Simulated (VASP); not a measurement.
# NaCl (base) (Fm-3m) in VASP: notebook, part 2 of 2

VASP 6.6.1.

## Step 4: Single point, PBEsol

This run uses another cell than the first one, of 18.32 Å³/atom, 1.153 times its volume.

INCAR reads:

```
  PREC = Accurate
  ENCUT = 500
  EDIFF = 1E-6
  ISMEAR = 0
  SIGMA = 0.02
  LREAL = False
  LASPH = True
  NELM = 120
  ALGO = Normal
  ISIF = 2
  LWAVE = False
  LCHARG = True
  GGA = PS
  LELF = True
  LVHAR = True
  NBANDS = 14
  GGA_COMPAT = False
```

KPOINTS reads:

```
regular mesh
0
Gamma
  12 12 12
```

POSCAR reads:

```
NaCl
1.0
    0.0000000000      2.6361925160      2.6361925160
    2.6361925160      0.0000000000      2.6361925160
    2.6361925160      2.6361925160      0.0000000000
Na Cl
1 1
Direct
    0.0000000000      0.0000000000      0.0000000000
    0.5000000000      0.5000000000      0.5000000000
```

Potentials or basis: VASP PAW PBE potentials, release 64 (Na_pv, Cl).

Command:

```sh
cat potpaw_PBE.64/Na_pv/POTCAR potpaw_PBE.64/Cl/POTCAR > POTCAR
mpirun -np 1 vasp_std > vasp.out
```

OUTCAR:

```text
PREC = Accurate
   ENCUT = 500
   EDIFF = 1E-6
   ISMEAR = 0
   LREAL = False
   LASPH = True
   NELM = 120
   ISIF = 2
   GGA = PS

 ion  position               nearest neighbor table
   1  0.000  0.000  0.000-   2 2.64   2 2.64   2 2.64   2 2.64   2 2.64   2 2.64
   2  0.500  0.500  0.500-   1 2.64   1 2.64   1 2.64   1 2.64   1 2.64   1 2.64

  LATTYP: Found a face centered cubic cell.
 ALAT       =     5.2723850320

  Lattice vectors:

 A1 = (   0.0000000000,   2.6361925160,   2.6361925160)
 A2 = (   2.6361925160,   0.0000000000,   2.6361925160)
 A3 = (   2.6361925160,   2.6361925160,   0.0000000000)

Analysis of symmetry for initial positions (statically):
=====================================================================
 Subroutine PRICEL returns:
 Original cell was already a primitive cell.

 Routine SETGRP: Setting up the symmetry group for a
 face centered cubic supercell.

 Subroutine GETGRP returns: Found 48 space group operations
 (whereof 48 operations were pure point group operations)
 out of a pool of 48 trial point group operations.

The static configuration has the point symmetry O_h .

Analysis of symmetry for dynamics (positions and initial velocities):
=====================================================================
 Subroutine PRICEL returns:
 Original cell was already a primitive cell.

 Routine SETGRP: Setting up the symmetry group for a
 face centered cubic supercell.

 Subroutine GETGRP returns: Found 48 space group operations
 (whereof 48 operations were pure point group operations)
 out of a pool of 48 trial point group operations.

The dynamic configuration has the point symmetry O_h .

 Subroutine INISYM returns: Found 48 space group operations
 (whereof 48 operations are pure point group operations),
 and found     1 'primitive' translations

----------------------------------------------------------------------------------------

                                     Primitive cell

  volume of cell :      36.6405

[... 113 lines left out ...]
   GGA     = PS    functional components
   LHFCALC =     F    Hartree Fock is set to
   AEXX    =    0.0000 exact exchange contribution
   IVDW    =     0    specifies the selected vdW correction
   LEPSILON=     F    determine dielectric tensor
   LRPA    =     F    only Hartree local field effects (RPA)
 non-spin polarized calculation
 Gauss-broadening in eV      SIGMA  =   0.02
  energy-cutoff  :      500.00
  volume of cell :       36.64
 maximum number of plane-waves:       950
   NGX = 13   NGY = 13   NGZ = 13

 number of electron      13.9999995 magnetization

 Free energy of the ion-electron system (eV)
  ---------------------------------------------------
  ext. energy  EPLUGINS =         0.00000000
  ---------------------------------------------------
  free energy    TOTEN  =        -6.85490800 eV

  energy without entropy =       -6.85490800  energy(sigma->0) =       -6.85490800

 E-fermi :   0.7049     XC(G=0):  -9.2572

 val. band max:        0.5623026272   @ k =   0.0000   0.0000   0.0000
 cond. band min:       6.3580226518   @ k =   0.0000   0.0000   0.0000
 fundamental gap:      5.7957200246
 Fermi energy:         0.7048804151

 k-point     1 :       0.0000    0.0000    0.0000
  band No.  band energies     occupation
      1     -19.8054      2.00000
      2     -19.8054      2.00000
      3     -19.8054      2.00000
      4     -12.6491      2.00000
      5       0.5623      2.00000
      6       0.5623      2.00000
      7       0.5623      2.00000
      8       6.3580      0.00000
      9      11.6840      0.00000
     10      11.6840      0.00000
     11      11.6840      0.00000
     12      14.1985      0.00000
     13      14.1985      0.00000
     14      15.8926      0.00000
[... 377 lines left out ...]
      1     -19.8738      2.00000
      2     -19.8207      2.00000
      3     -19.8122      2.00000
      4     -11.9966      2.00000
      5      -1.8853      2.00000
      6      -0.3517      2.00000
      7       0.0718      2.00000
      8       8.7500      0.00000
      9      11.0293      0.00000
     10      12.0426      0.00000
     11      12.4898      0.00000
     12      16.3375      0.00000
     13      16.8147      0.00000
     14      18.6053      0.00000

 [... further k-points ...]
[... 5 lines left out ...]
  --------------------------------------------------------------------------------------
  -------------------------------------------------------------------------------------
  Total        1.6688178      1.6688178      1.6688178      0.0000000      0.0000000     -0.0000000
  in kB       72.9723170     72.9723170     72.9723170      0.0000000      0.0000000     -0.0000000
  external PRESSURE =      72.9723170 kB  Pullay stress =       0.0000000 kB

 VOLUME and BASIS-vectors are now :
 -----------------------------------------------------------------------------
  energy-cutoff  :      500.00
  volume of cell :       36.64
      direct lattice vectors                 reciprocal lattice vectors
     0.000000000  2.636192516  2.636192516    -0.189667483  0.189667483  0.189667483
     2.636192516  0.000000000  2.636192516     0.189667483 -0.189667483  0.189667483
     2.636192516  2.636192516  0.000000000     0.189667483  0.189667483 -0.189667483

 POSITION                                       TOTAL-FORCE (eV/Angst)
 -----------------------------------------------------------------------------------
      0.00000      0.00000      0.00000        -0.000000     -0.000000      0.000000
      2.63619      2.63619      2.63619         0.000000      0.000000     -0.000000
 -----------------------------------------------------------------------------------
    total drift:                                0.000000      0.000000      0.000000

  FREE ENERGIE OF THE ION-ELECTRON SYSTEM (eV)
  ---------------------------------------------------
  free  energy   TOTEN  =        -6.8549080035 eV

  energy  without entropy=       -6.8549080035  energy(sigma->0) =       -6.85490800
```

OSZICAR:

```text
N       E                     dE             d eps       ncg     rms          rms(c)
DAV:   1     0.102146034170E+03    0.10215E+03   -0.69695E+03  2046   0.104E+03
DAV:   2     0.352041875625E+00   -0.10179E+03   -0.94089E+02  2216   0.293E+02
DAV:   3    -0.689780356783E+01   -0.72498E+01   -0.72146E+01  2628   0.706E+01
DAV:   4    -0.700300037020E+01   -0.10520E+00   -0.10516E+00  2316   0.902E+00
DAV:   5    -0.700517021310E+01   -0.21698E-02   -0.21698E-02  2610   0.133E+00    0.210E+00
DAV:   6    -0.686545090140E+01    0.13972E+00   -0.20190E-01  2562   0.374E+00    0.151E+00
DAV:   7    -0.685298013228E+01    0.12471E-01   -0.60784E-02  2934   0.182E+00    0.995E-01
DAV:   8    -0.685500386433E+01   -0.20237E-02   -0.57938E-03  2292   0.767E-01    0.298E-01
DAV:   9    -0.685489239084E+01    0.11147E-03   -0.19438E-04  2502   0.124E-01    0.130E-01
DAV:  10    -0.685491060558E+01   -0.18215E-04   -0.10210E-04  2466   0.100E-01    0.224E-02
DAV:  11    -0.685490804763E+01    0.25580E-05   -0.66542E-06  2610   0.295E-02    0.587E-03
DAV:  12    -0.685490800350E+01    0.44125E-07   -0.61760E-07  2108   0.890E-03
   1 F= -.68549080E+01 E0= -.68549080E+01  d E =-.166223E-26
```

It took 57 s on 1 thread of Intel Xeon 8259CL, shared host; peak memory 0.17 GiB.

What came out:

- Free energy: -6.8549 eV
- Pressure: 7.3 GPa
- Band gap on the k mesh: 5.80 eV, direct

Caveat: the PAW data sets were made with another functional, which shifts forces and pressure a little.

## Step 5: Relaxation of cell and atoms, PBEsol, target pressure 30 GPa, at which the enthalpy is minimised

This run uses another cell than the first one, of 22.19 Å³/atom, 1.396 times its volume.

INCAR reads:

```
PREC     = Accurate       # precision mode
ENCUT    = 500            # plane-wave cutoff, eV
EDIFF    = 1E-7           # SCF threshold, eV
ISMEAR   = 0              # smearing method
SIGMA    = 0.02           # smearing width, eV
LREAL    = F              # projectors in reciprocal space
LASPH    = T              # aspherical terms in the spheres
NELM     = 120            # most SCF steps
ALGO     = Normal         # electronic algorithm
ISIF     = 3              # what is computed and relaxed
LWAVE    = F              # write WAVECAR
LCHARG   = F              # write CHGCAR
GGA      = PS             # functional
IBRION   = 2              # ionic algorithm
NSW      = 100            # ionic steps
EDIFFG   = -0.002         # ionic threshold
PSTRESS  = 300.0        
GGA_COMPAT= F            
NELMIN   = 4
```

KPOINTS reads:

```
regular mesh
0
Gamma
  8 8 8
```

POSCAR reads:

```
NaCl
1.0
    0.0000000000      2.8100000000      2.8100000000
    2.8100000000      0.0000000000      2.8100000000
    2.8100000000      2.8100000000      0.0000000000
Na Cl
1 1
Direct
    0.0000000000      0.0000000000      0.0000000000
    0.5000000000      0.5000000000      0.5000000000
```

Command:

```sh
cat potpaw_PBE.64/Na_pv/POTCAR potpaw_PBE.64/Cl/POTCAR > POTCAR
mpirun -np 1 vasp_std > vasp.out
```

It took 2.6 min on 1 thread of Intel Xeon 8259CL, shared host; peak memory 0.17 GiB.

The run converged. Its results:

```yaml
Free_energy: -6.0483 eV
Relaxed_volume: 14.41 Å³/atom
Relaxed_cell: a = 3.441 Å, b = 3.441 Å, c = 3.441 Å, α = 60.00°, β = 60.00°, γ = 60.00°
Space_group_after_relaxing_to_0.05_Å: Fm-3m (No. 225)
Energy_change_on_relaxing_the_enthalpy_is_what_falls: +474.9 meV/atom
Ionic_steps: 9
Pressure_after_relaxing: 30.0 GPa
Band_gap_on_the_k_mesh: 6.93 eV, indirect (least direct gap 7.24 eV)
```

The path:
```csv
step,energy change (eV),largest force (eV/Å),pressure (GPa),volume (Å³)
1,0.0000,0.0000,-0.25,44.38
2,3.0007,0.0000,84.33,22.54
3,0.8828,0.0000,28.23,29.18
4,0.9353,0.0000,29.67,28.89
5,0.9855,0.0000,30.98,28.63
6,0.9215,0.0000,29.24,28.97
7,0.9507,0.0000,30.05,28.81
8,0.9491,0.0000,29.97,28.82
9,0.9498,0.0000,29.99,28.81
```

Final structure:
```yaml
crystal:
  lattice:
    - [0.00000, 2.43325, 2.43325]
    - [2.43325, 0.00000, 2.43325]
    - [2.43325, 2.43325, 0.00000]
  atoms:
    - { symbol: Na, position: [0.00000, 0.00000, 0.00000] }
    - { symbol: Cl, position: [0.50000, 0.50000, 0.50000] }
```

Levels at points of the mesh, in eV from the valence-band top:
```tsv
k point	band 4	band 5	band 6	band 7	band 8	band 9	band 10	band 11
(0.00, 0.00, 0.00)	-14.22	0.00	0.00	0.00	7.24	11.03	11.03	11.03
(0.50, 0.00, 0.00)	-13.00	-3.82	-0.67	-0.67	7.63	11.70	11.70	14.45
(0.50, 0.50, 0.00)	-13.02	-3.26	-1.19	-1.19	6.93	8.58	14.78	16.73
```

Caveat: the cell is relaxed towards a set pressure, so the enthalpy falls and the energy may rise; the volume moved by over 15 % at a fixed basis, so the end points are rough; the PAW data sets were made with another functional, which shifts forces and pressure a little. A k mesh can miss the band edges.

## Step 6: Single point, PBEsol

This run uses another cell than the first one, of 21.96 Å³/atom, 1.382 times its volume.

INCAR reads:

```
ALGO = Normal
EDIFF = 1E-6
ENCUT = 500
GGA = PS
GGA_COMPAT = False
ISIF = 2
ISMEAR = 0
LASPH = True
LCHARG = False
LREAL = False
LWAVE = False
NBANDS = 14
NELM = 120
PREC = Accurate
SIGMA = 0.02
```

KPOINTS reads:

```
k-points
0
Gamma
  12 12 12
```

POSCAR reads:

```
NaCl
1.0
    0.0000000000      2.8004825995      2.8004825995
    2.8004825995      0.0000000000      2.8004825995
    2.8004825995      2.8004825995      0.0000000000
Na Cl
1 1
Direct
    0.0000000000      0.0000000000      0.0000000000
    0.5000000000      0.5000000000      0.5000000000
```

Potentials or basis: VASP PAW PBE potentials, release 64 (Na_pv, Cl).

Command:

```sh
cat potpaw_PBE.64/Na_pv/POTCAR potpaw_PBE.64/Cl/POTCAR > POTCAR
mpirun -np 1 vasp_std > vasp.out
```

OUTCAR:

```text
EDIFF = 1E-6
   ENCUT = 500
   GGA = PS
   ISIF = 2
   ISMEAR = 0
   LASPH = True
   LREAL = False
   NELM = 120
   PREC = Accurate

 ion  position               nearest neighbor table
   1  0.000  0.000  0.000-
   2  0.500  0.500  0.500-

  LATTYP: Found a face centered cubic cell.
 ALAT       =     5.6009651990

  Lattice vectors:

 A1 = (   0.0000000000,   2.8004825995,   2.8004825995)
 A2 = (   2.8004825995,   0.0000000000,   2.8004825995)
 A3 = (   2.8004825995,   2.8004825995,   0.0000000000)

Analysis of symmetry for initial positions (statically):
=====================================================================
 Subroutine PRICEL returns:
 Original cell was already a primitive cell.

 Routine SETGRP: Setting up the symmetry group for a
 face centered cubic supercell.

 Subroutine GETGRP returns: Found 48 space group operations
 (whereof 48 operations were pure point group operations)
 out of a pool of 48 trial point group operations.

The static configuration has the point symmetry O_h .

Analysis of symmetry for dynamics (positions and initial velocities):
[... 166 lines left out ...]

 k-point     1 :       0.0000    0.0000    0.0000
  band No.  band energies     occupation
      1     -21.2764      2.00000
      2     -21.2764      2.00000
      3     -21.2764      2.00000
      4     -13.3563      2.00000
      5      -0.6634      2.00000
      6      -0.6634      2.00000
      7      -0.6634      2.00000
      8       4.3450      0.00000
      9      10.3536      0.00000
     10      10.3536      0.00000
     11      10.3536      0.00000
     12      12.6020      0.00000
     13      12.6020      0.00000
     14      14.0093      0.00000
[... 377 lines left out ...]
      1     -21.3058      2.00000
      2     -21.2836      2.00000
      3     -21.2798      2.00000
      4     -12.9684      2.00000
      5      -2.5128      2.00000
      6      -1.3247      2.00000
      7      -1.0072      2.00000
      8       7.1405      0.00000
      9       9.2575      0.00000
     10       9.7236      0.00000
     11      10.7549      0.00000
     12      14.3746      0.00000
     13      14.4015      0.00000
     14      15.9062      0.00000

 [... further k-points ...]
[... 5 lines left out ...]
  --------------------------------------------------------------------------------------
  -------------------------------------------------------------------------------------
  Total        0.0034643      0.0034643      0.0034643      0.0000000      0.0000000      0.0000000
  in kB        0.1263571      0.1263571      0.1263571      0.0000000      0.0000000      0.0000000
  external PRESSURE =       0.1263571 kB  Pullay stress =       0.0000000 kB

 VOLUME and BASIS-vectors are now :
 -----------------------------------------------------------------------------
  energy-cutoff  :      500.00
  volume of cell :       43.93
      direct lattice vectors                 reciprocal lattice vectors
     0.000000000  2.800482600  2.800482600    -0.178540656  0.178540656  0.178540656
     2.800482600  0.000000000  2.800482600     0.178540656 -0.178540656  0.178540656
     2.800482600  2.800482600  0.000000000     0.178540656  0.178540656 -0.178540656

 POSITION                                       TOTAL-FORCE (eV/Angst)
 -----------------------------------------------------------------------------------
      0.00000      0.00000      0.00000         0.000000      0.000000      0.000000
      2.80048      2.80048      2.80048         0.000000      0.000000     -0.000000
 -----------------------------------------------------------------------------------
    total drift:                               -0.000000      0.000000      0.000000

  FREE ENERGIE OF THE ION-ELECTRON SYSTEM (eV)
  ---------------------------------------------------
  free  energy   TOTEN  =        -6.9982080017 eV

  energy  without entropy=       -6.9982080017  energy(sigma->0) =       -6.99820800
```

stdout:

```text
POSCAR found type information on POSCAR NaCl
 POSCAR found :  2 types and       2 ions
 scaLAPACK will be used
 -----------------------------------------------------------------------------
|                                                                             |
|                                                                             |
|     You enforced a specific xc type in the INCAR file but a different       |
|     I HOPE YOU KNOW WHAT YOU ARE DOING!                                     |
|                                                                             |
 -----------------------------------------------------------------------------

 LDA part: xc-table for (Slater+PW92), standard interpolation
 POSCAR, INCAR and KPOINTS ok, starting setup
 FFT: planning ... GRIDC
 FFT: planning ... GRID_SOFT
 FFT: planning ... GRID
 WAVECAR not read
 entering main loop
```

Wall time 76 s (1 thread of Intel Xeon 8259CL, shared host); peak memory 0.18 GiB.

Results:

| Quantity | Value |
| --- | --- |
| Free energy | -6.9982 eV |
| Pressure | 0.0 GPa |
| Band gap on the k mesh | 5.01 eV, direct |

Caveat: the PAW data sets were made with another functional, which shifts forces and pressure a little. A hybrid or GW would open this gap; PBEsol tends to underestimate it.

## Step 7: Overview

| task | cell | k mesh | gap on the mesh (eV) | pressure (GPa) |
| --- | --- | --- | --- | --- |
| single point | a = 3.556 Å, angles 60.0°, 2 atoms | 12 × 12 × 12 | 6.59 | 18.2 |
| single point | a = 3.728 Å, angles 60.0°, 2 atoms | 12 × 12 × 12 | 5.80 | 7.3 |
| relaxation of cell and atoms | relaxed to 30 GPa from a = 3.974 Å, angles 60.0°, 2 atoms | 8 × 8 × 8 | 6.93 | 30.0 |
| single point | a = 3.960 Å, angles 60.0°, 2 atoms | 12 × 12 × 12 | 5.01 | 0.0 |

Alike in all rows: level PBEsol; potentials or basis VASP PAW PBE potentials, release 64 (Na_pv, Cl); no spin polarisation; cutoff (eV) 500; smearing gaussian 0.02 eV.

Caveats: the PAW data sets were made with another functional, which shifts forces and pressure a little; the cell is relaxed towards a set pressure, so the enthalpy falls and the energy may rise (some runs); the volume moved by over 15 % at a fixed basis, so the end points are rough (some runs).

Total energies depend on the potentials used, so only differences within one code and one set of settings carry meaning.
